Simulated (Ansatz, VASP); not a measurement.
GaP in VASP and in Ansatz

```
CELL_PARAMETERS angstrom
2.74646 2.74646 0.00000
-2.74646 2.74646 0.00000
0.00000 2.74646 2.69478
ATOMIC_POSITIONS crystal
Ga 0.00000 0.00000 0.00000
P 0.75000 0.25000 0.50000
```

Change from the starting cell: film at in-plane strain +0.01.

Alike in both runs: task single point; functional PBEsol; k mesh 8 × 8 × 8; non-collinear spin, spin-orbit coupling.

|  | VASP | Ansatz |
| --- | --- | --- |
| version | VASP 6.6.1 | Ansatz 0.2.0 |
| potentials or method | VASP PAW PBE potentials, release 64 (Ga_d, P), cutoff 520 eV | all-electron LAPW |
| occupations | gaussian, width 0.01 eV | fixed |

|  | VASP | Ansatz | Ansatz less VASP |
| --- | --- | --- | --- |
| pressure (GPa) | -1.1 | -0.9 | +0.15 |
| traceless stress, the component that is largest in VASP (GPa) | 0.91 | 0.91 | -0.002 |
| net moment per atom (μB) | 0.00 | 0.00 | 0.000 |

VASP's potentials were made for PBE, not for PBEsol. Ansatz ran all-electron here, and VASP with PAW potentials.
